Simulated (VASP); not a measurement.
# EuSc (Pm-3m) in VASP: single point with PBE

Aim: the single point of EuSc with PBE.

All numbers are computed with VASP 6.6.1; they aren't measurements. Logs are shortened: lines on timing, memory, paths and dates and some standing lists are left out, and cuts for length are marked.

### 1 The cell of the first run

The structure is cubic, space group Pm-3m (No. 221). Conventional cell: a = 3.945 Å, b = 3.945 Å, c = 3.945 Å, α = 90.00°, β = 90.00°, γ = 90.00°. Eu (site symmetry m-3m) has 8 Sc at 3.42 Å and 6 Eu at 3.94 Å within 4.5 Å. Sc (site symmetry m-3m) has 8 Eu at 3.42 Å and 6 Sc at 3.94 Å within 4.5 Å.

### 2 Single point, PBE, collinear spin, ferromagnetic start

File INCAR:

```
SYSTEM = EuSc
ALGO = Normal ; EDIFF = 1E-6
ENCUT = 520 ; GGA = PE
ISIF = 2 ; ISMEAR = 0
ISPIN = 2 ; LASPH = .TRUE.
LCHARG = .FALSE. ; LMAXMIX = 6
LORBIT = 11 ; LREAL = .FALSE.
LWAVE = .FALSE. ; MAGMOM = 7.44 0.13
NBANDS = 25 ; NELM = 150
PREC = Accurate ; SIGMA = 0.1
```

File KPOINTS:

```
k-points
0
G
  14 14 14
  0 0 0
```

File POSCAR:

```
EuSc
1.0
    3.9449012315      0.0000000000      0.0000000000
    0.0000000000      3.9449012315      0.0000000000
    0.0000000000      0.0000000000      3.9449012315
Eu Sc
1 1
Direct
    0.0000000000      0.0000000000      0.0000000000
    0.5000000000      0.5000000000      0.5000000000
```

Potentials or basis: VASP PAW PBE potentials, release 64 (Eu, Sc_sv).

On the command line:

```console
$ cat potpaw_PBE.64/Eu/POTCAR potpaw_PBE.64/Sc_sv/POTCAR > POTCAR
$ mpirun -np 1 vasp_std > vasp.out
```

OUTCAR:

```text
SYSTEM = EuSc
   EDIFF = 1E-6
   ENCUT = 520
   GGA = PE
   ISIF = 2
   ISMEAR = 0
   ISPIN = 2
   LASPH = .TRUE.
   LORBIT = 11
   LREAL = .FALSE.
   NELM = 150
   PREC = Accurate

 ion  position               nearest neighbor table
   1  0.000  0.000  0.000-   2 3.42   2 3.42   2 3.42   2 3.42   2 3.42   2 3.42   2 3.42   2 3.42

   2  0.500  0.500  0.500-   1 3.42   1 3.42   1 3.42   1 3.42   1 3.42   1 3.42   1 3.42   1 3.42

  LATTYP: Found a simple cubic cell.
 ALAT       =     3.9449012315

  Lattice vectors:

 A1 = (   3.9449012315,   0.0000000000,   0.0000000000)
 A2 = (   0.0000000000,   3.9449012315,   0.0000000000)
 A3 = (   0.0000000000,   0.0000000000,   3.9449012315)

Analysis of symmetry for initial positions (statically):
=====================================================================
 Subroutine PRICEL returns:
 Original cell was already a primitive cell.

 Routine SETGRP: Setting up the symmetry group for a
 simple cubic supercell.

 Subroutine GETGRP returns: Found 48 space group operations
 (whereof 48 operations were pure point group operations)
 out of a pool of 48 trial point group operations.

The static configuration has the point symmetry O_h .

Analysis of symmetry for dynamics (positions and initial velocities):
=====================================================================
 Subroutine PRICEL returns:
 Original cell was already a primitive cell.

 Routine SETGRP: Setting up the symmetry group for a
 simple cubic supercell.

 Subroutine GETGRP returns: Found 48 space group operations
 (whereof 48 operations were pure point group operations)
 out of a pool of 48 trial point group operations.

The dynamic configuration has the point symmetry O_h .

Analysis of structural, dynamic, and magnetic symmetry:
=====================================================================
 Subroutine PRICEL returns:
 Original cell was already a primitive cell.

 Routine SETGRP: Setting up the symmetry group for a
 simple cubic supercell.

 Subroutine GETGRP returns: Found 48 space group operations
 (whereof 48 operations were pure point group operations)
 out of a pool of 48 trial point group operations.

The overall configuration has the point symmetry O_h .

 Subroutine INISYM returns: Found 48 space group operations
 (whereof 48 operations are pure point group operations),
[... 116 lines left out ...]
     AMIX_MAG =   1.60;   BMIX_MAG =  1.00
  volume/ion in A,a.u.               =      30.70       207.15
  Fermi-wavevector in a.u.,A,eV,Ry     =   1.260157  2.381352 21.605998  1.587996
  Thomas-Fermi vector in A             =   2.393681
   LORBIT       =     11    0 simple, 1 ext, 2 COOP (PROOUT), +10 PAW based schemes
   GGA     = PE    functional components
   LHFCALC =     F    Hartree Fock is set to
   AEXX    =    0.0000 exact exchange contribution
   IVDW    =     0    specifies the selected vdW correction
   LEPSILON=     F    determine dielectric tensor
   LRPA    =     F    only Hartree local field effects (RPA)
 spin polarized calculation
 Gauss-broadening in eV      SIGMA  =   0.10
  energy-cutoff  :      520.00
  volume of cell :       61.39
 maximum number of plane-waves:      1675
 NGX is ok and might be reduce to    30
   NGX = 15   NGY = 15   NGZ = 15

 number of electron      27.9999995 magnetization       7.1822317

 Free energy of the ion-electron system (eV)
  ---------------------------------------------------
  ext. energy  EPLUGINS =         0.00000000
  ---------------------------------------------------
  free energy    TOTEN  =       -17.33153415 eV

  energy without entropy =      -17.31144962  energy(sigma->0) =      -17.32149189

 E-fermi :   3.0618     XC(G=0):  -9.6203

 val. band max:        3.0613967180   @ k =   0.3571   0.2143   0.0000
 cond. band min:       3.0636981918   @ k =   0.5000   0.3571   0.2857
 fundamental gap:      0.0023014739
 Fermi energy:         3.0617749956

 spin component 1

 k-point     1 :       0.0000    0.0000    0.0000
  band No.  band energies     occupation
      1     -47.0266      1.00000
      2     -38.2469      1.00000
      3     -25.6349      1.00000
      4     -25.6349      1.00000
      5     -25.6349      1.00000
      6     -16.8805      1.00000
[... 661 lines left out ...]
     24       5.9994      0.00000
     25       6.3909      0.00000

 [... further k-points ...]

 spin component 2

 k-point     1 :       0.0000    0.0000    0.0000
  band No.  band energies     occupation
      1     -46.9819      1.00000
      2     -35.1892      1.00000
      3     -25.5898      1.00000
      4     -25.5898      1.00000
      5     -25.5898      1.00000
      6     -14.6486      1.00000
[... 661 lines left out ...]
     24       7.5592      0.00000
     25       7.6560      0.00000

 [... further k-points ...]

------------------------ aborting loop because EDIFF is reached ----------------------------------------

  FORCE on cell =-STRESS in cart. coord.  units (eV):
  Direction    XX          YY          ZZ          XY          YZ          ZX
  --------------------------------------------------------------------------------------
  -------------------------------------------------------------------------------------
  Total       -0.0241880     -0.0241880     -0.0241880      0.0000000     -0.0000000      0.0000000
  in kB       -0.6312507     -0.6312507     -0.6312507      0.0000000     -0.0000000      0.0000000
  external PRESSURE =      -0.6312507 kB  Pullay stress =       0.0000000 kB

 VOLUME and BASIS-vectors are now :
 -----------------------------------------------------------------------------
  energy-cutoff  :      520.00
  volume of cell :       61.39
      direct lattice vectors                 reciprocal lattice vectors
     3.944901231  0.000000000  0.000000000     0.253491771  0.000000000  0.000000000
     0.000000000  3.944901231  0.000000000     0.000000000  0.253491771  0.000000000
     0.000000000  0.000000000  3.944901231     0.000000000  0.000000000  0.253491771

 POSITION                                       TOTAL-FORCE (eV/Angst)
 -----------------------------------------------------------------------------------
      0.00000      0.00000      0.00000         0.000000      0.000000      0.000000
      1.97245      1.97245      1.97245         0.000000      0.000000      0.000000
 -----------------------------------------------------------------------------------
    total drift:                                0.000000      0.000000      0.000000

  FREE ENERGIE OF THE ION-ELECTRON SYSTEM (eV)
  ---------------------------------------------------
  free  energy   TOTEN  =       -17.3315341545 eV

  energy  without entropy=      -17.3114496158  energy(sigma->0) =      -17.32149189

 total charge

# of ion       s       p       d       f       tot
--------------------------------------------------
    1        2.087   5.694   0.432   6.535  14.748
    2        2.283   6.067   0.954   0.000   9.304
--------------------------------------------------
tot          4.370  11.761   1.386   6.535  24.052

 magnetization (x)

# of ion       s       p       d       f       tot
--------------------------------------------------
    1       -0.002  -0.096   0.128   6.522   6.551
    2       -0.004   0.022   0.045   0.000   0.063
--------------------------------------------------
tot         -0.006  -0.074   0.173   6.522   6.615
```

stdout:

```text
POSCAR found type information on POSCAR EuSc
 POSCAR found :  2 types and       2 ions
 scaLAPACK will be used
 LDA part: xc-table for (Slater+PW92), standard interpolation
 POSCAR, INCAR and KPOINTS ok, starting setup
 FFT: planning ... GRIDC
 FFT: planning ... GRID_SOFT
 FFT: planning ... GRID
 WAVECAR not read
 entering main loop
```

It took 6.5 min on 1 thread of AMD EPYC 9R45 (Zen 5), shared host; peak memory 0.41 GiB.

Results:

```
Free energy                                           : -17.3315 eV
Pressure                                              : -0.1 GPa
Net moment                                            : 7.18 μB per cell
Site moments                                          : Eu +6.55; Sc +0.06 μB
Valence electrons inside the program's atomic spheres : Eu 14.75; Sc 9.30
```

Caveat: spin-orbit coupling is left out, which moves the levels of the heavy elements; without U or exact exchange the open f shell lies at the Fermi level, which spoils levels, moments and volumes.
